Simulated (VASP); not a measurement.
# Bi2H3 (Cmmm) in VASP: further runs

Runs on Bi2H3. Level: PBE. Tasks: single point, relaxation of cell and atoms.

Program: VASP 6.6.1. These are calculated values, not measurements. Logs are shortened: lines on timing, memory, paths and dates and some standing lists are left out, and cuts for length are marked.

### 1 The cell of the first run

The structure is orthorhombic, space group Cmmm (No. 65). The conventional cell has a = 5.101 Å, b = 5.371 Å, c = 6.521 Å, α = 90.00°, β = 90.00°, γ = 90.00°. Within 2.8 Å of Bi (site symmetry mmm) lie 6 H at 2.13 to 2.72 Å. Bi (site symmetry mmm) has 4 H at 2.55 to 2.69 Å and 2 Bi at 3.26 Å within 3.4 Å. H (site symmetry 2mm) has 1 H at 0.84 Å within 1.1 Å. Within 3.4 Å of H (site symmetry mmm) lie 4 Bi at 2.55 to 2.69 Å and 4 H at 3.29 Å.

The cell was built from a structure type or drawn by symmetry, and may not be a known phase.

### 2 Single point, PBE

File INCAR:

```
PREC = Accurate
ENCUT = 520
EDIFF = 1E-6
ISMEAR = 0
SIGMA = 0.1
LREAL = F
LASPH = T
NELM = 80
ALGO = Normal
ISIF = 2
LWAVE = F
LCHARG = F
GGA = PE
NBANDS = 24
```

File KPOINTS:

```
regular mesh
0
Gamma
  10 10 6
```

File POSCAR:

```
Bi2H3
1.0
    2.5506194534     -2.6856633803      0.0000000000
    2.5506194534      2.6856633803      0.0000000000
    0.0000000000      0.0000000000      6.5206529993
Bi H
2 3
Direct
    0.5000000000      0.5000000000      0.0000000000
    0.5000000000      0.5000000000      0.5000000000
    0.9174166201      0.9174166201      0.0000000000
    0.0825833799      0.0825833799      0.0000000000
    0.0000000000      0.0000000000      0.5000000000
```

Potentials or basis: VASP PAW PBE potentials, release 64 (Bi_d, H).

Started as:

```bash
cat potpaw_PBE.64/Bi_d/POTCAR potpaw_PBE.64/H/POTCAR > POTCAR
mpirun -np 1 vasp_std > vasp.out
```

OUTCAR:

```text
PREC = Accurate
   ENCUT = 520
   EDIFF = 1E-6
   ISMEAR = 0
   LREAL = F
   LASPH = T
   NELM = 80
   ISIF = 2
   GGA = PE

 ion  position               nearest neighbor table
   1  0.500  0.500  0.000-   3 2.13   4 2.13   2 3.26   2 3.26
   2  0.500  0.500  0.500-   1 3.26   1 3.26
   3  0.917  0.917  0.000-   4 0.84   1 2.13
   4  0.083  0.083  0.000-   3 0.84   1 2.13
   5  0.000  0.000  0.500-

  LATTYP: Found a base centered orthorhombic cell.
 ALAT       =     5.1012389068
 B/A-ratio  =     1.0529455410
 C/A-ratio  =     1.2782488957

  Lattice vectors:

 A1 = (   2.5506194534,  -2.6856633803,   0.0000000000)
 A2 = (   2.5506194534,   2.6856633803,   0.0000000000)
 A3 = (   0.0000000000,   0.0000000000,   6.5206529993)

Analysis of symmetry for initial positions (statically):
=====================================================================
 Subroutine PRICEL returns:
 Original cell was already a primitive cell.

 Routine SETGRP: Setting up the symmetry group for a
 base centered orthorhombic supercell.

 Subroutine GETGRP returns: Found  8 space group operations
 (whereof  8 operations were pure point group operations)
 out of a pool of  8 trial point group operations.

The static configuration has the point symmetry D_2h.

Analysis of symmetry for dynamics (positions and initial velocities):
=====================================================================
 Subroutine PRICEL returns:
 Original cell was already a primitive cell.

 Routine SETGRP: Setting up the symmetry group for a
 base centered orthorhombic supercell.

 Subroutine GETGRP returns: Found  8 space group operations
 (whereof  8 operations were pure point group operations)
 out of a pool of  8 trial point group operations.

The dynamic configuration has the point symmetry D_2h.

 Subroutine INISYM returns: Found  8 space group operations
 (whereof  8 operations are pure point group operations),
 and found     1 'primitive' translations

----------------------------------------------------------------------------------------

                                     Primitive cell

  volume of cell :      89.3343

  direct lattice vectors                    reciprocal lattice vectors
     2.550619453 -2.685663380  0.000000000     0.196030811 -0.186173742  0.000000000
     2.550619453  2.685663380  0.000000000     0.196030811  0.186173742  0.000000000
     0.000000000  0.000000000  6.520652999     0.000000000  0.000000000  0.153358874

  length of vectors
     3.703842247  3.703842247  6.520652999     0.270349294  0.270349294  0.153358874

  position of ions in fractional coordinates (direct lattice)
     0.500000000  0.500000000  0.000000000
     0.500000000  0.500000000  0.500000000
     0.917416620  0.917416620  0.000000000
     0.082583380  0.082583380  0.000000000
     0.000000000  0.000000000  0.500000000

  ion indices of the primitive-cell ions
   primitive index   ion index
                 1           1
                 2           2
                 3           3
                 4           4
                 5           5

----------------------------------------------------------------------------------------

 KPOINTS: regular mesh

Automatic generation of k-mesh.
 Grid dimensions read from file:
 generate k-points for:   10   10    6

 Generating k-lattice:

  Cartesian coordinates                     Fractional coordinates (reciprocal lattice)
     0.019603081 -0.018617374  0.000000000     0.100000000  0.000000000  0.000000000
     0.019603081  0.018617374  0.000000000     0.000000000  0.100000000  0.000000000
     0.000000000  0.000000000  0.025559812     0.000000000  0.000000000  0.166666667

  Length of vectors
     0.027034929  0.027034929  0.025559812

  Shift w.r.t. Gamma in fractional coordinates (k-lattice)
     0.000000000  0.000000000  0.000000000

 Subroutine IBZKPT returns following result:
 ===========================================

 Found    124 irreducible k-points:

 Following reciprocal coordinates:
            Coordinates               Weight
  0.000000  0.000000  0.000000      1.000000
  0.100000 -0.000000  0.000000      4.000000
  0.200000 -0.000000  0.000000      4.000000
  0.300000  0.000000  0.000000      4.000000
  0.400000 -0.000000  0.000000      4.000000
  0.500000 -0.000000  0.000000      2.000000
[... 16 lines left out ...]
  0.300000  0.300000  0.000000      2.000000
  0.400000  0.300000  0.000000      4.000000
 [... further k-points ...]
   k-points           NKPTS =    124   k-points in BZ     NKDIM =    124   number of bands    NBANDS=     24
   number of dos      NEDOS =    301   number of ions     NIONS =      5
   total plane-waves  NPLWV =  37632
   dimension x,y,z NGX =    28 NGY =   28 NGZ =   48
   dimension x,y,z NGXF=    56 NGYF=   56 NGZF=   96
   ions per type =               2   3
   NGX,Y,Z   is equivalent  to a cutoff of  12.57, 12.57, 12.24 a.u.
   NGXF,Y,Z  is equivalent  to a cutoff of  25.14, 25.14, 24.48 a.u.
[... 39 lines left out ...]
   LEPSILON=     F    determine dielectric tensor
   LRPA    =     F    only Hartree local field effects (RPA)
 non-spin polarized calculation
 Gauss-broadening in eV      SIGMA  =   0.10
  energy-cutoff  :      520.00
  volume of cell :       89.33
 maximum number of plane-waves:      2432
   NGX = 13   NGY = 13   NGZ = 25

 number of electron      32.9999997 magnetization

 Free energy of the ion-electron system (eV)
  ---------------------------------------------------
  ext. energy  EPLUGINS =         0.00000000
  ---------------------------------------------------
  free energy    TOTEN  =       -15.19573090 eV

  energy without entropy =      -15.18710339  energy(sigma->0) =      -15.19141715

 E-fermi :   4.8814     XC(G=0):  -9.1513

 val. band max:        4.8686336694   @ k =  -0.3000   0.2000   0.1667
 cond. band min:       4.8879533429   @ k =  -0.4000   0.2000   0.5000
 fundamental gap:      0.0193196734
 Fermi energy:         4.8814199608

 k-point     1 :       0.0000    0.0000    0.0000
  band No.  band energies     occupation
      1     -18.2444      2.00000
      2     -18.2391      2.00000
      3     -18.1428      2.00000
      4     -18.1400      2.00000
      5     -18.1340      2.00000
      6     -18.0931      2.00000
[... 16 lines left out ...]
     23      11.8461      0.00000
     24      13.0733      0.00000

 k-point     2 :       0.1000   -0.0000    0.0000
  band No.  band energies     occupation
      1     -18.2429      2.00000
      2     -18.2329      2.00000
      3     -18.1449      2.00000
      4     -18.1414      2.00000
      5     -18.1347      2.00000
      6     -18.0874      2.00000
[... 16 lines left out ...]
     23      11.9613      0.00000
     24      13.4612      0.00000

 k-point     3 :       0.2000   -0.0000    0.0000
  band No.  band energies     occupation
      1     -18.2407      2.00000
      2     -18.2152      2.00000
      3     -18.1504      2.00000
      4     -18.1468      2.00000
      5     -18.1353      2.00000
      6     -18.0730      2.00000
[... 16 lines left out ...]
     23      12.8635      0.00000
     24      13.5452      0.00000

 k-point     4 :       0.3000    0.0000    0.0000
  band No.  band energies     occupation
      1     -18.2384      2.00000
      2     -18.1934      2.00000
      3     -18.1570      2.00000
      4     -18.1543      2.00000
      5     -18.1350      2.00000
      6     -18.0574      2.00000
[... 16 lines left out ...]
     23      12.3987      0.00000
     24      13.4195      0.00000

 k-point     5 :       0.4000   -0.0000    0.0000
  band No.  band energies     occupation
      1     -18.2367      2.00000
      2     -18.1763      2.00000
      3     -18.1622      2.00000
      4     -18.1605      2.00000
      5     -18.1346      2.00000
      6     -18.0593      2.00000
[... 451 lines left out ...]
 k-point    22 :      -0.2000    0.2000    0.0000
  band No.  band energies     occupation
      1     -18.2290      2.00000
      2     -18.1986      2.00000
      3     -18.1599      2.00000
      4     -18.1486      2.00000
      5     -18.1412      2.00000
      6     -18.0582      2.00000
[... 16 lines left out ...]
     23      12.6428      0.00000
     24      12.9430      0.00000

 k-point    23 :       0.3000    0.3000    0.0000
  band No.  band energies     occupation
      1     -18.2155      2.00000
      2     -18.1746      2.00000
      3     -18.1621      2.00000
      4     -18.1558      2.00000
      5     -18.1483      2.00000
      6     -18.0756      2.00000
[... 16 lines left out ...]
     23      12.0474      0.00000
     24      14.4301      0.00000

 k-point    24 :       0.4000    0.3000    0.0000
  band No.  band energies     occupation
      1     -18.2112      2.00000
      2     -18.1819      2.00000
      3     -18.1602      2.00000
      4     -18.1495      2.00000
      5     -18.1464      2.00000
      6     -18.0863      2.00000
[... 16 lines left out ...]
     23      13.0348      0.00000
     24      13.1505      0.00000

 [... further k-points ...]
[... 5 lines left out ...]
  --------------------------------------------------------------------------------------
  -------------------------------------------------------------------------------------
  Total       -0.0469395     -0.0933585     -0.0760123     -0.0000000      0.0000000      0.0000000
  in kB       -0.8418430     -1.6743494     -1.3632515     -0.0000000      0.0000000      0.0000000
  external PRESSURE =      -1.2931479 kB  Pullay stress =       0.0000000 kB

 VOLUME and BASIS-vectors are now :
 -----------------------------------------------------------------------------
  energy-cutoff  :      520.00
  volume of cell :       89.33
      direct lattice vectors                 reciprocal lattice vectors
     2.550619453 -2.685663380  0.000000000     0.196030811 -0.186173742  0.000000000
     2.550619453  2.685663380  0.000000000     0.196030811  0.186173742  0.000000000
     0.000000000  0.000000000  6.520652999     0.000000000  0.000000000  0.153358874

 POSITION                                       TOTAL-FORCE (eV/Angst)
 -----------------------------------------------------------------------------------
      2.55062      0.00000      0.00000         0.000000      0.000000      0.000000
      2.55062      0.00000      3.26033         0.000000     -0.000000      0.000000
      4.67996      0.00000      0.00000        -0.001707     -0.000000      0.000000
      0.42128      0.00000      0.00000         0.001707     -0.000000      0.000000
      0.00000      0.00000      3.26033        -0.000000     -0.000000      0.000000
 -----------------------------------------------------------------------------------
    total drift:                                0.000000      0.000000      0.000000

  FREE ENERGIE OF THE ION-ELECTRON SYSTEM (eV)
  ---------------------------------------------------
  free  energy   TOTEN  =       -15.1957309044 eV

  energy  without entropy=      -15.1871033887  energy(sigma->0) =      -15.19141715
```

Wall time 2 min (1 thread of AMD EPYC 9R45 (Zen 5), shared host); peak memory 0.31 GiB.

Results:

```yaml
Free_energy: -15.1957 eV
Pressure: -0.1 GPa
Band_gap_on_the_k_mesh: zero (an odd number of electrons rules out a gap without spin polarisation)
```

Caveat: spin-orbit coupling is left out, which moves the levels of the heavy elements.

### 3 Relaxation of cell and atoms, PBE

This run uses another cell than the first one, of 14.15 Å³/atom.

File INCAR:

```
SYSTEM = Bi2H3
ALGO = Normal
EDIFF = 1E-6
EDIFFG = -0.04
ENCUT = 600
GGA = PE
IBRION = 2
ISIF = 3
ISMEAR = 0
LASPH = .True.
LCHARG = .False.
LREAL = .False.
LWAVE = .False.
NELM = 80
NSW = 90
PREC = Accurate
SIGMA = 0.1
```

File KPOINTS:

```
k-points
0
Gamma
  6 6 4
  0 0 0
```

File POSCAR:

```
Bi2H3
1.0
    2.3937114800     -2.8852661300      0.0000000000
    2.3937114800      2.8852661300      0.0000000000
    0.0000000000      0.0000000000      5.1213788300
Bi H
2 3
Direct
    0.5000000000      0.5000000000      0.0000000000
    0.5000000000      0.5000000000      0.5000000000
    0.8634611000      0.8634611000      0.0000000000
    0.1365389000      0.1365389000      0.0000000000
    0.0000000000      0.0000000000      0.5000000000
```

Potentials or basis: VASP PAW PBE potentials, release 64 (Bi_d, H).

Started as:

```bash
cat potpaw_PBE.64/Bi_d/POTCAR potpaw_PBE.64/H/POTCAR > POTCAR
mpirun -np 1 vasp_std > vasp.out
```

Run time: 3.5 min. Hardware: 1 thread of AMD EPYC 9R45 (Zen 5), shared host; peak memory 0.2 GiB.

The run converged. Its results:

* Free energy: -15.0592 eV
* Relaxed volume: 18.62 Å³/atom
* Relaxed cell: a = 3.814 Å, b = 3.814 Å, c = 6.514 Å, α = 90.00°, β = 90.00°, γ = 100.83°
* Space group after relaxing (to 0.1 Å): Cmmm (No. 65)
* Energy gained by relaxing: 667.3 meV/atom
* Ionic steps: 11
* Pressure after relaxing: 0.0 GPa
* Band gap on the k mesh: zero (an odd number of electrons rules out a gap without spin polarisation)

Step by step:
| step | energy change (eV) | largest force (eV/Å) | pressure (GPa) | volume (Å³) |
| --- | --- | --- | --- | --- |
| 1 | 0.0000 | 3.3507 | 28.58 | 70.74 |
| 2 | -3.0499 | 1.5865 | -2.80 | 98.59 |
| 3 | -3.0561 | 1.5469 | -3.04 | 99.44 |
| 4 | -3.3290 | 0.2681 | -0.82 | 95.04 |
| 5 | -3.3326 | 0.0544 | -0.49 | 94.53 |
| 6 | -3.3326 | 0.0118 | -0.54 | 94.63 |
| 7 | -3.3355 | 0.0294 | -0.28 | 93.81 |
| 8 | -3.3363 | 0.0422 | -0.06 | 93.22 |
| 9 | -3.3363 | 0.0446 | -0.02 | 93.11 |
| 10 | -3.3363 | 0.0419 | 0.01 | 93.05 |
| 11 | -3.3364 | 0.0012 | 0.02 | 93.08 |

Final structure:
```
Bi H
1.0
     2.43058   -2.93970    0.00000
     2.43058    2.93970    0.00000
     0.00000    0.00000    6.51363
Bi H
2 3
Cartesian
  2.4306 0.0000 0.0000
  2.4306 0.0000 3.2568
  4.4494 0.0000 0.0000
  0.4117 0.0000 0.0000
  0.0000 0.0000 3.2568
```

Levels at points of the mesh, in eV from the Fermi level:
```tsv
k point	band 13	band 14	band 15	band 16	band 17	band 18	band 19	band 20
(0.00, 0.00, 0.00)	-4.97	-4.21	-1.09	-0.83	1.19	1.41	3.02	3.86
(0.50, 0.00, 0.00)	-8.81	-5.03	-3.22	-0.10	1.72	2.56	3.38	4.86
(0.50, 0.50, 0.00)	-6.34	-3.48	-3.31	-2.52	-2.15	-1.58	-1.12	3.98
(0.00, 0.00, 0.50)	-5.12	-1.26	-0.98	-0.94	-0.78	1.10	1.96	1.98
(0.50, 0.00, 0.50)	-8.79	-5.12	-0.05	0.00	0.05	1.18	3.48	4.15
(0.50, 0.50, 0.50)	-6.43	-3.07	-2.79	-2.63	-2.24	-1.59	0.75	0.75
```

Caveat: the volume moved by over 15 % at a fixed basis, so the end points are rough; spin-orbit coupling is left out, which moves the levels of the heavy elements.

### 4 Relaxation of cell and atoms, PBE

This run uses another cell than the first one, of 18.68 Å³/atom.

File INCAR:

```
SYSTEM = Bi2H3
PREC     = Accurate       ! precision mode
ENCUT    = 600            ! plane-wave cutoff, eV
EDIFF    = 1E-6           ! SCF threshold, eV
ISMEAR   = 0              ! smearing method
SIGMA    = 0.1            ! smearing width, eV
LREAL    = .False.        ! projectors in reciprocal space
LASPH    = .True.         ! aspherical terms in the spheres
NELM     = 80             ! most SCF steps
ALGO     = Normal         ! electronic algorithm
ISIF     = 3              ! what is computed and relaxed
LWAVE    = .False.        ! write WAVECAR
LCHARG   = .False.        ! write CHGCAR
GGA      = PE             ! functional
IBRION   = 2              ! ionic algorithm
NSW      = 100            ! ionic steps
EDIFFG   = -0.01          ! ionic threshold
```

File KPOINTS:

```
regular mesh
0
Gamma
  10 10 6
  0 0 0
```

File POSCAR:

```
Bi2H3
1.0
    2.4374709970     -2.9292709291      0.0000000000
    2.4374709970      2.9292709291      0.0000000000
    0.0000000000      0.0000000000      6.5419080427
Bi H
2 3
Direct
    0.5000000000      0.5000000000      0.0000000000
    0.5000000000      0.5000000000      0.5000000000
    0.9153460533      0.9153460533      0.0000000000
    0.0846539467      0.0846539467      0.0000000000
    0.0000000000      0.0000000000      0.5000000000
```

Started as:

```bash
cat potpaw_PBE.64/Bi_d/POTCAR potpaw_PBE.64/H/POTCAR > POTCAR
mpirun -np 1 vasp_std > vasp.out
```

It took 29 min on 1 thread of AMD EPYC 9R45 (Zen 5), shared host; peak memory 0.37 GiB.

It converged, with:

```yaml
Free_energy: -15.1971 eV
Relaxed_volume: 17.83 Å³/atom
Relaxed_cell: a = 3.699 Å, b = 3.699 Å, c = 6.520 Å, α = 90.00°, β = 90.00°, γ = 92.70°
Space_group_after_relaxing_to_0.1_Å: Cmmm (No. 65)
Energy_gained_by_relaxing: 9.7 meV/atom
Ionic_steps: 30
Pressure_after_relaxing: 0.0 GPa
Largest_force_after_relaxing: 0.005 eV/Å
Band_gap_on_the_k_mesh: zero (an odd number of electrons rules out a gap without spin polarisation)
```

Forces in eV/Å, atoms in the order of the input:
```
Bi   0.000  0.000  0.000
Bi   0.000  0.000  0.000
H    0.005  0.000  0.000
H   -0.005  0.000  0.000
H    0.000  0.000  0.000
```

Step by step:
```csv
step,energy change (eV),largest force (eV/Å),pressure (GPa),volume (Å³)
1,0.0000,0.0381,-0.30,93.42
2,-0.0044,0.0221,-0.22,92.94
3,-0.0061,0.0075,-0.12,92.45
4,-0.0062,0.0041,-0.12,92.34
5,-0.0062,0.0014,-0.09,92.25
6,-0.0070,0.0204,0.01,91.99
7,-0.0094,0.0904,0.23,91.23
8,-0.0146,0.2202,0.77,89.68
9,-0.0030,0.5051,2.06,86.54
10,-0.0153,0.2622,0.98,89.11
11,-0.0153,0.2623,0.96,89.10
12,-0.0155,0.2626,0.97,89.06
13,-0.0158,0.2633,0.97,88.97
14,-0.0163,0.2656,1.06,88.81
15,-0.0171,0.2730,1.15,88.48
16,-0.0176,0.2991,1.38,87.81
17,-0.0192,0.2777,1.35,87.80
18,-0.0237,0.2175,1.28,87.75
19,-0.0315,0.0990,1.13,87.66
20,-0.0389,0.1259,0.86,87.46
21,-0.0391,0.1613,0.82,87.42
22,-0.0412,0.1381,0.74,87.64
23,-0.0459,0.0686,0.41,88.30
24,-0.0478,0.0717,-0.17,89.63
25,-0.0482,0.0324,-0.02,89.25
26,-0.0482,0.0285,0.00,89.21
27,-0.0483,0.0065,-0.03,89.21
28,-0.0483,0.0142,-0.04,89.21
29,-0.0483,0.0103,-0.02,89.18
30,-0.0483,0.0051,0.00,89.13
```

Final structure:
```xyz
5
Lattice="2.5535 -2.6769 0.0000 2.5535 2.6769 0.0000 0.0000 0.0000 6.5199" Properties=species:S:1:pos:R:3 pbc="T T T"
Bi    2.5535    0.0000    0.0000
Bi    2.5535    0.0000    3.2600
H     4.6853    0.0000    0.0000
H     0.4216    0.0000    0.0000
H     0.0000    0.0000    3.2600
```

Levels at points of the mesh, in eV from the Fermi level:
```tsv
k point	band 13	band 14	band 15	band 16	band 17	band 18	band 19	band 20
(0.00, 0.00, 0.00)	-4.96	-4.38	-0.80	-0.51	0.96	1.92	2.74	3.64
(0.50, 0.00, 0.00)	-8.78	-5.19	-3.28	0.74	2.19	2.39	3.16	4.10
(0.50, 0.50, 0.00)	-7.07	-3.82	-3.38	-2.50	-2.35	-1.67	-1.54	4.44
(0.00, 0.00, 0.50)	-5.10	-1.44	-1.15	-0.79	-0.33	1.57	1.62	1.81
(0.50, 0.00, 0.50)	-8.75	-5.30	-0.10	-0.09	0.66	2.45	2.82	3.26
(0.50, 0.50, 0.50)	-7.11	-3.56	-2.78	-2.57	-2.45	-2.17	0.92	0.94
```

Caveat: spin-orbit coupling is left out, which moves the levels of the heavy elements.

### 5 The runs side by side

```tsv
task	cell	k mesh	cutoff (eV)	gap on the mesh (eV)	pressure (GPa)	relaxed volume (Å³/atom)
single point	a = 3.704, b = 3.704, c = 6.521 Å, angles 90.0, 90.0, 93.0°, 5 atoms, atomic positions A	10 × 10 × 6	520	none	-0.1	-
relaxation of cell and atoms	relaxed from a = 3.749, b = 3.749, c = 5.121 Å, angles 90.0, 90.0, 100.6°, 5 atoms, atomic positions B	6 × 6 × 4	600	none	0.0	18.62
relaxation of cell and atoms	relaxed from a = 3.811, b = 3.811, c = 6.542 Å, angles 90.0, 90.0, 100.5°, 5 atoms, atomic positions A	10 × 10 × 6	600	none	0.0	17.83
```

Alike in all rows: level PBE; potentials or basis VASP PAW PBE potentials, release 64 (Bi_d, H); no spin polarisation; smearing gaussian 0.1 eV.

Caveats: spin-orbit coupling is left out, which moves the levels of the heavy elements; the volume moved by over 15 % at a fixed basis, so the end points are rough (at least some runs).

Absolute energies hang on the potentials; compare differences alone.
